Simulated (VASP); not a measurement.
HfB12:

```
Hf B
1.0
    -3.61925    3.61925    2.11161
     3.61925   -3.61925    2.11161
     3.61925    3.61925   -2.11161
Hf B
1 12
Direct
  0.00000 0.00000 0.00000
  0.00000 0.50000 0.00000
  0.00000 0.00000 0.50000
  0.50000 0.50000 0.50000
  0.50000 0.00000 0.00000
  0.00000 0.64860 0.64860
  0.35140 0.00000 0.35140
  0.64860 0.00000 0.64860
  0.00000 0.35140 0.35140
  0.50000 0.71378 0.21378
  0.28622 0.50000 0.78622
  0.71378 0.50000 0.21378
  0.50000 0.28622 0.78622
```

```yaml
Program: VASP 6.6.1
Task: relaxation of cell and atoms
Functional: PBE
Potentials_or_basis: VASP PAW PBE potentials, release 64 (Hf_pv, B)
Cutoff: 500 eV
k_mesh: 6 × 6 × 6
Occupations: gaussian, width 0.1 eV
Spin: no spin polarisation
```

At the start: pressure -32.1 GPa; volume 8.51 Å³/atom.

Q: How do energy, volume and symmetry change on relaxing?

A: Over 26 steps the energy falls by 544.6 meV/atom and the volume is 7.48 Å³/atom (-12.1 %); space group I4/mmm (No. 139, to 0.05 Å).

The path:
```tsv
step	energy change (eV)	largest force (eV/Å)	pressure (GPa)	volume (Å³)
1	0.0000	0.8649	-32.13	110.64
2	-2.6813	1.4671	13.67	85.48
3	-2.7824	1.4516	3.40	88.75
4	-3.4471	0.7750	7.51	87.50
5	-3.5534	0.7003	11.05	86.88
6	-4.0249	0.9743	0.43	91.48
7	-4.2622	1.5859	-7.51	96.58
8	-3.9713	2.8173	-14.66	106.90
9	-4.3202	1.8437	-10.08	98.93
10	-4.6555	1.5887	-9.96	99.88
11	-5.2591	1.7265	-7.64	102.40
12	-2.2912	7.7515	10.25	105.97
13	-5.3902	2.0467	-6.82	102.88
14	-5.2155	3.5023	-2.63	104.05
15	-5.4228	2.3973	-5.84	103.21
16	-5.8898	2.6286	-3.58	102.59
17	-6.0040	2.7739	-0.45	101.86
18	-6.5079	1.6625	-2.99	101.48
19	-6.7932	1.3787	-4.72	100.96
20	-6.8060	1.4893	-4.82	100.84
21	-7.0365	0.2122	-1.83	98.89
22	-7.0437	0.4116	-1.11	98.50
23	-7.0761	0.1345	-0.58	97.77
24	-7.0794	0.0509	-0.31	97.47
25	-7.0794	0.0483	-0.29	97.45
26	-7.0800	0.0348	0.08	97.30
```

Final structure:
```
Hf B
1.0
    -3.01721    3.01721    2.67207
     3.01721   -3.01721    2.67207
     3.01721    3.01721   -2.67207
Hf B
1 12
Direct
  0.00000 0.00000 0.00000
  0.00000 0.50000 0.00000
  0.00000 0.00000 0.50000
  0.50000 0.50000 0.50000
  0.50000 0.00000 0.00000
  0.00000 0.63622 0.63622
  0.36378 0.00000 0.36378
  0.63622 0.00000 0.63622
  0.00000 0.36378 0.36378
  0.50000 0.73050 0.23050
  0.26950 0.50000 0.76950
  0.73050 0.50000 0.23050
  0.50000 0.26950 0.76950
```
